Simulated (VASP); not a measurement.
## Ti: single point with PBE

The system is Ti.

```
Ti
1.0
     0.00000    2.01018    2.01018
     2.01018    0.00000    2.01018
     2.01018    2.01018    0.00000
Ti
2
Direct
  0.87500 0.87500 0.87500
  0.12500 0.12500 0.12500
```

```json
{"Program": "VASP 6.6.1", "Task": "single point", "Functional": "PBE", "Potentials or basis": "VASP PAW PBE potentials, release 64 (Ti_sv)", "Cutoff": "520 eV", "k mesh": "16 × 16 × 16", "Occupations": "fermi-dirac, width 0.05 eV", "Spin": "no spin polarisation"}
```

```
Pressure               : 398.6 GPa
Band gap on the k mesh : zero (band 12 reaches 21.51 eV, above the bottom of band 13 at 17.50 eV)
```

Levels at points of the mesh, in eV from the Fermi level:
| k point | band 9 | band 10 | band 11 | band 12 | band 13 | band 14 | band 15 | band 16 |
| --- | --- | --- | --- | --- | --- | --- | --- | --- |
| (0.00, 0.00, 0.00) | -6.58 | -4.65 | -4.65 | -0.41 | -0.41 | -0.41 | 5.45 | 5.45 |
| (0.50, 0.00, 0.00) | -5.13 | -3.99 | -3.99 | -1.97 | -1.97 | -0.85 | 5.08 | 7.21 |
| (0.50, 0.50, 0.00) | -6.98 | -6.98 | -1.91 | -1.91 | 1.56 | 1.56 | 7.07 | 7.07 |

It took 110 s on 1 thread of AMD EPYC 7R13, with other jobs on the host, peak memory 0.14 GiB.
